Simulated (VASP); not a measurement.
# MnO2 (R-3m) in VASP: settings compared, part 3 of 3

VASP 6.6.1. Earlier steps stand in the parts before.

### 6 Single point, r2SCAN, collinear spin, ferromagnetic start

This run uses another cell than the first one, of 10.58 Å³/atom.

File POSCAR:

```
MnO2
1.0
    1.4188477395      0.8191721243      4.5531659587
   -1.4188477395      0.8191721243      4.5531659587
    0.0000000000     -1.6383442487      4.5531659587
Mn O
1 2
Direct
    0.0000000000      0.0000000000      0.0000000000
    0.7356355100      0.7356355100      0.7356355100
    0.2643644900      0.2643644900      0.2643644900
```

File INCAR.step1:

```
SYSTEM = MnO2
PREC = Accurate ; ENCUT = 520
ISMEAR = -1 ; SIGMA = 0.05
LREAL = .False. ; LASPH = .True.
NELM = 150 ; ISPIN = 2
MAGMOM = 4 0 0 ; LMAXMIX = 4
NBANDS = 24 ; GGA = PE
ALGO = Normal ; EDIFF = 1E-4
LWAVE = .True. ; LCHARG = .False.
```

File INCAR.step2:

```
SYSTEM = MnO2
PREC = Accurate ; ENCUT = 520
EDIFF = 1E-6 ; ISMEAR = -1
SIGMA = 0.05 ; LREAL = .False.
LASPH = .True. ; NELM = 150
ALGO = Normal ; ISIF = 2
LWAVE = .False. ; LCHARG = .False.
ISPIN = 2 ; MAGMOM = 4 0 0
LORBIT = 11 ; LMAXMIX = 4
METAGGA = R2SCAN ; LMIXTAU = .True.
NBANDS = 24 ; ISTART = 1
```

File KPOINTS:

```
Automatic mesh
0
Gamma
  11 11 11
  0 0 0
```

Potentials or basis: VASP PAW PBE potentials, release 64 (Mn_pv, O).

Command:

```bash
$ cat potpaw_PBE.64/Mn_pv/POTCAR potpaw_PBE.64/O/POTCAR > POTCAR
$ cp INCAR.step1 INCAR
$ mpirun -np 1 vasp_std > vasp.out
$ cp INCAR.step2 INCAR
$ mpirun -np 1 vasp_std > vasp.out
```

OUTCAR:

```text
SYSTEM = MnO2
   PREC = Accurate
   ENCUT = 520
   EDIFF = 1E-6
   ISMEAR = -1
   LREAL = .False.
   LASPH = .True.
   NELM = 150
   ISIF = 2
   ISPIN = 2
   LORBIT = 11
   METAGGA = R2SCAN
   ISTART = 1

 ion  position               nearest neighbor table
   1  0.000  0.000  0.000-   2 1.89   2 1.89   3 1.89   3 1.89   2 1.89   3 1.89
   2  0.736  0.736  0.736-   1 1.89   1 1.89   1 1.89
   3  0.264  0.264  0.264-   1 1.89   1 1.89   1 1.89

  LATTYP: Found a trigonal (rhomboedric) cell.
 ALAT       =     4.8389556853
 COS(alpha) =     0.8280515398

  Lattice vectors:

 A1 = (   1.4188477395,   0.8191721243,   4.5531659587)
 A2 = (  -1.4188477395,   0.8191721243,   4.5531659587)
 A3 = (   0.0000000000,  -1.6383442487,   4.5531659587)

Analysis of symmetry for initial positions (statically):
=====================================================================
 Subroutine PRICEL returns:
 Original cell was already a primitive cell.

[... 1492 lines left out ...]

 [... further k-points ...]

------------------------ aborting loop because EDIFF is reached ----------------------------------------

  FORCE on cell =-STRESS in cart. coord.  units (eV):
  Direction    XX          YY          ZZ          XY          YZ          ZX
  --------------------------------------------------------------------------------------
  -------------------------------------------------------------------------------------
  Total        1.1344201      1.1344201      0.6686839      0.0000000     -0.0000000      0.0000000
  in kB       57.2412086     57.2412086     33.7408288      0.0000000     -0.0000000      0.0000000
  external PRESSURE =      49.4077486 kB  Pullay stress =       0.0000000 kB

 VOLUME and BASIS-vectors are now :
 -----------------------------------------------------------------------------
  energy-cutoff  :      520.00
  volume of cell :       31.75
      direct lattice vectors                 reciprocal lattice vectors
     1.418847740  0.819172124  4.553165959     0.352398630  0.203457444  0.073209133
    -1.418847740  0.819172124  4.553165959    -0.352398630  0.203457444  0.073209133
     0.000000000 -1.638344249  4.553165959     0.000000000 -0.406914888  0.073209133

 POSITION                                       TOTAL-FORCE (eV/Angst)
 -----------------------------------------------------------------------------------
      0.00000      0.00000      0.00000        -0.000000     -0.000000     -0.000000
      0.00000     -0.00000     10.04841         0.000000     -0.000000      0.314954
      0.00000     -0.00000      3.61109         0.000000      0.000000     -0.314954
 -----------------------------------------------------------------------------------
    total drift:                                0.000000     -0.000000      0.000000

  FREE ENERGIE OF THE ION-ELECTRON SYSTEM (eV)
  ---------------------------------------------------
  free  energy   TOTEN  =       -32.5253958443 eV

  energy  without entropy=      -32.5253958438  energy(sigma->0) =      -32.52539584

 total charge

# of ion       s       p       d       tot
------------------------------------------
    1        0.391   6.486   4.884  11.761
    2        1.587   3.460   0.000   5.047
    3        1.587   3.460   0.000   5.047
--------------------------------------------------
tot          3.565  13.406   4.884  21.856

 magnetization (x)

# of ion       s       p       d       tot
------------------------------------------
    1        0.030   0.040   2.842   2.911
    2        0.004   0.014   0.000   0.018
    3        0.004   0.014   0.000   0.018
--------------------------------------------------
tot          0.037   0.067   2.842   2.946
```

OUTCAR.step1:

```text
SYSTEM = MnO2
   PREC = Accurate
   ENCUT = 520
   ISMEAR = -1
   LREAL = .False.
   LASPH = .True.
   NELM = 150
[... 1540 lines left out ...]
      0.00000      0.00000      0.00000         0.000000      0.000000      0.000000
      0.00000     -0.00000     10.04841         0.000000     -0.000000      0.603868
      0.00000     -0.00000      3.61109         0.000000      0.000000     -0.603868
 -----------------------------------------------------------------------------------
    total drift:                                0.000000     -0.000000      0.000000

  FREE ENERGIE OF THE ION-ELECTRON SYSTEM (eV)
  ---------------------------------------------------
  free  energy   TOTEN  =       -23.7719392430 eV

  energy  without entropy=      -23.7719283407  energy(sigma->0) =      -23.77193379
```

OSZICAR.step1:

```text
N       E                     dE             d eps       ncg     rms          rms(c)
DAV:   1     0.247885953472E+03    0.24789E+03   -0.13673E+04 14072   0.118E+03
DAV:   2    -0.167521310788E+02   -0.26464E+03   -0.24821E+03 15632   0.366E+02
DAV:   3    -0.310522779058E+02   -0.14300E+02   -0.14229E+02 16184   0.912E+01
DAV:   4    -0.311792494070E+02   -0.12697E+00   -0.12696E+00 15736   0.905E+00
DAV:   5    -0.311807321542E+02   -0.14827E-02   -0.14827E-02 16656   0.934E-01    0.322E+01
DAV:   6    -0.294783909168E+02    0.17023E+01   -0.84276E+01 17384   0.751E+01    0.388E+01
DAV:   7    -0.248841317001E+02    0.45943E+01   -0.98197E+01 16320   0.764E+01    0.153E+01
DAV:   8    -0.239321114249E+02    0.95202E+00   -0.28335E+00 15256   0.157E+01    0.610E+00
DAV:   9    -0.237633879144E+02    0.16872E+00   -0.92051E-01 19576   0.901E+00    0.234E+00
DAV:  10    -0.237741077166E+02   -0.10720E-01   -0.91454E-02 15096   0.202E+00    0.123E+00
DAV:  11    -0.237717068197E+02    0.24009E-02   -0.83853E-03 15368   0.705E-01    0.412E-01
DAV:  12    -0.237720317143E+02   -0.32489E-03   -0.73381E-04 14600   0.256E-01    0.148E-01
DAV:  13    -0.237719392430E+02    0.92471E-04   -0.51370E-04 13848   0.248E-01
   1 F= -.23771939E+02 E0= -.23771934E+02  d E =-.109023E-04  mag=     2.9988
```

Run time: 9.2 min. Hardware: 1 thread of Intel Xeon 6975P-C (Granite Rapids), shared host; peak memory 0.37 GiB.

Results:

- Free energy: -32.5254 eV
- Pressure: 4.9 GPa
- Largest force: 0.315 eV/Å
- Band gap on the k mesh: 1.85 eV (least direct gap 1.94 eV)
- Net moment: 3.00 μB per cell
- Site moments: Mn +2.91; O +0.02 μB
- Valence electrons inside the program's atomic spheres: Mn 11.76; O 5.05

Forces on the atoms (eV/Å):
```
Mn   0.000  0.000  0.000
O    0.000  0.000  0.315
O    0.000  0.000 -0.315
```

Stress tensor (GPa, compression positive):
```
5.72 0.00 0.00
0.00 5.72 0.00
0.00 0.00 3.37
```

Levels at points of the mesh, in eV from the valence-band top:
Spin up:
```tsv
k point	band 10	band 11	band 12	band 13	band 14	band 15	band 16	band 17	band 18	band 19
(0.00, 0.00, 0.00)	-2.71	-1.08	-1.08	-0.85	-0.44	3.51	3.51	8.30	11.58	16.43
```
Spin down:
```
           k point  band 8  band 9  band 10  band 11  band 12  band 13  band 14  band 15
(0.00, 0.00, 0.00)   -4.94   -1.07    -1.07    -0.66     1.85     1.85     3.56     5.08
```

Caveat: the cell stands under pressure; the PAW data sets were made with another functional, which shifts forces and pressure a little; a cell with one magnetic atom can't hold antiferromagnetic order, which such compounds often take.

### 7 Overview

```tsv
level	cell	gap on the mesh (eV)	pressure (GPa)	moment (μB)	largest force (eV/Å)
PBEsol	a = 4.904 Å, angles 34.1°, 3 atoms	0.80	-4.8	3.00	0.36
PBE	a = 4.772 Å, angles 34.1°, 3 atoms	0.61	21.1	3.00	1.31
PBE	a = 4.806 Å, angles 34.1°, 3 atoms	0.69	15.4	3.00	0.94
PBE	a = 4.839 Å, angles 34.1°, 3 atoms	0.77	10.4	3.00	0.61
r2SCAN	a = 4.839 Å, angles 34.1°, 3 atoms	1.85	4.9	3.00	0.31
```

Alike in all rows: task single point; potentials or basis VASP PAW PBE potentials, release 64 (Mn_pv, O); spin collinear, ferromagnetic start; k mesh 11 × 11 × 11; cutoff (eV) 520; smearing fermi-dirac 0.05 eV.

Caveats: a cell with one magnetic atom can't hold antiferromagnetic order, which such compounds often take; semilocal functionals underestimate gaps, and a narrow one can read as zero (at least some runs); the PAW data sets were made with another functional, which shifts forces and pressure a little (at least some runs); the cell stands under pressure (at least some runs); the cell stands under tension (at least some runs); the stress differs along the axes, from 16 to 24 GPa (at least some runs); forces of over 1 eV/Å act on the atoms, so gaps and moduli don't describe the material at rest (at least some runs).

Total energies depend on the potentials used, so only differences within one code and one set of settings carry meaning.
